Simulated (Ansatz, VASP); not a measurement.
# One calculation of HPt, two programs

```
CELL_PARAMETERS angstrom
2.90506 0.00000 0.00000
-1.45253 2.51586 0.00000
0.00000 0.00000 5.05910
ATOMIC_POSITIONS crystal
Pt 0.66667 0.33333 0.75000
Pt 0.33333 0.66667 0.25000
H 0.00000 0.00000 0.00000
H 0.00000 0.00000 0.50000
```

Alike in both runs: functional PBE; k mesh 12 × 12 × 8; occupations gaussian, width 0.1 eV; no spin polarisation.

Ansatz relaxed the structure, and its values are those at the end. VASP's run is a single point on that final structure, the one shown.

|  | VASP | Ansatz |
| --- | --- | --- |
| version | VASP 6.6.1 | Ansatz 0.2.0 |
| potentials or method | VASP PAW PBE potentials, release 64 (Pt, H), cutoff 520 eV | scalar-relativistic, plane waves, PAW |
| valence electrons in the cell | 22 | 38 |

```csv
,VASP,Ansatz,Ansatz less VASP
gap on the k mesh at the Fermi level (eV),none,none,-
pressure (GPa),-0.3,0.0,+0.32
```

A gap of «none» marks a metal or a gap that the smearing closes. VASP's potentials hold 22 valence electrons a cell and Ansatz's 38, so a difference there can come from the potentials and not from the codes.

Neither program's run includes spin-orbit coupling.
